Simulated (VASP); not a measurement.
CO2: dielectric tensor with PBE

The system is CO2.

```
C O
1.0
     4.19256    0.00000    0.00000
     0.00000    4.19256    0.00000
     0.00000    0.00000    4.60512
C O
2 4
Direct
  0.50000 0.50000 0.50000
  0.00000 0.00000 0.00000
  0.30427 0.69573 0.50000
  0.69573 0.30427 0.50000
  0.19573 0.19573 0.00000
  0.80427 0.80427 0.00000
```

| Quantity | Value |
| --- | --- |
| Program | VASP 6.6.1 |
| Task | dielectric tensor |
| Functional | PBE |
| Potentials or basis | VASP PAW PBE potentials, release 64 (C, O) |
| Cutoff | 520 eV |
| k mesh | 6 × 6 × 4 |
| Occupations | gaussian, width 0.01 eV |
| Spin | no spin polarisation |
| Dipole correction | no |
| Further INCAR settings | ALGO = Normal; EDIFF = 1e-08 |

```json
{"Band gap on the k mesh": "6.66 eV, indirect (least direct gap 7.16 eV)", "Electronic dielectric tensor (diagonal)": "2.20, 2.20, 1.79", "Born charges (mean of the diagonal)": "C +1.50; O -0.75 e"}
```

Levels at points of the mesh, in eV from the valence-band top:
```csv
k point,band 14,band 15,band 16,band 17,band 18,band 19
"(0.00, 0.00, 0.00)",-0.55,-0.49,-0.49,6.66,7.52,8.00
"(0.50, 0.00, 0.00)",-0.55,-0.50,-0.50,8.19,8.19,8.29
"(0.50, 0.50, 0.00)",-0.69,0.00,0.00,8.33,8.33,8.43
"(0.00, 0.00, 0.50)",-1.03,-0.49,-0.49,7.95,7.95,8.15
"(0.50, 0.00, 0.50)",-0.94,-0.27,-0.27,8.02,8.02,8.58
"(0.50, 0.50, 0.50)",-0.52,0.00,0.00,7.75,7.75,8.43
```

Electronic dielectric tensor:
```
2.20 0.00 0.00
0.00 2.20 0.00
0.00 0.00 1.79
```

Born effective charge tensors (e):
atom 1, C
```
 1.90 -1.09  0.00
-1.09  1.90  0.00
 0.00  0.00  0.70
```
atom 2, C
```
1.90 1.09 0.00
1.09 1.90 0.00
0.00 0.00 0.70
```
atom 3, O
```
-0.95  0.62  0.00
 0.62 -0.95  0.00
 0.00  0.00 -0.35
```
atom 4, O
```
-0.95  0.62  0.00
 0.62 -0.95  0.00
 0.00  0.00 -0.35
```
atom 5, O
```
-0.95 -0.62  0.00
-0.62 -0.95  0.00
 0.00  0.00 -0.35
```
atom 6, O
```
-0.95 -0.62  0.00
-0.62 -0.95  0.00
 0.00  0.00 -0.35
```

Run time: 6 min on 1 thread of Intel(R) Xeon(R) Platinum 8375C CPU @ 2.90GHz (Ice Lake), on a shared host, peak memory 0.35 GiB.

A k mesh can miss the band edges. Expect the measured gap to be larger: semilocal functionals such as PBE lack the derivative discontinuity.
